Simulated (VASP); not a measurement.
## I: single point with LDA

The system is I.

```
I
1.0
     3.34350    0.00000    0.00000
     0.00000    3.34350    0.00000
     0.00000    0.00000    3.34350
I
1
Cartesian
  0.0000 0.0000 0.0000
```

```json
{"Program": "VASP 6.6.1", "Task": "single point", "Functional": "LDA", "Potentials or basis": "VASP PAW LDA potentials, release 64 (I)", "Cutoff": "520 eV", "k mesh": "13 × 13 × 13", "Occupations": "fermi-dirac, width 0.05 eV", "Spin": "no spin polarisation"}
```

```json
{
  "Pressure": "0.0 GPa",
  "Band gap on the k mesh": "zero (an odd number of electrons rules out a gap without spin polarisation)"
}
```

Levels at points of the mesh, in eV from the Fermi level:
| k point | band 2 | band 3 | band 4 | band 5 | band 6 | band 7 |
| --- | --- | --- | --- | --- | --- | --- |
| (0.00, 0.00, 0.00) | -0.20 | -0.20 | -0.20 | 5.25 | 6.25 | 6.25 |

Run time: 27 s on 1 thread of Intel Xeon 8259CL, with other jobs on the host, peak memory 0.16 GiB.

Caveat: spin-orbit coupling is left out, which moves the levels of the heavy elements; an odd number of electrons without spin polarisation forces a metal; a magnetic or distorted state may lie lower.
